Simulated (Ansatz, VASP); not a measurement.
# One calculation of ZnS, two programs

```
Zn S
1.0
     3.80652    0.00000    0.00000
    -1.90326    3.29654    0.00000
     0.00000    0.00000    6.24480
Zn S
2 2
Direct
  0.33333 0.66667 0.00034
  0.66667 0.33333 0.50034
  0.33333 0.66667 0.37466
  0.66667 0.33333 0.87466
```

Alike in both runs: functional r2SCAN; k mesh 6 × 6 × 4; occupations gaussian, width 0.02 eV; no spin polarisation.

Ansatz relaxed the structure, and its values are those at the end. VASP's run is a single point on that final structure, the one shown.

|  | VASP | Ansatz |
| --- | --- | --- |
| version | VASP 6.6.1 | Ansatz 0.2.0 |
| potentials or method | VASP PAW PBE potentials, release 64 (Zn, S), cutoff 520 eV | scalar-relativistic, plane waves, PAW |
| valence electrons in the cell | 36 | 36 |

```tsv
	VASP	Ansatz	Ansatz less VASP
gap on the k mesh at the Fermi level (eV)	2.79	2.78	-0.010
least direct gap on the mesh (eV)	2.79	2.78	-0.010
pressure (GPa)	0.1	0.0	-0.09
```

VASP's potentials were made for PBE, not for r2SCAN. With one functional, cell and mesh, what is left measures potentials, basis and numerics.
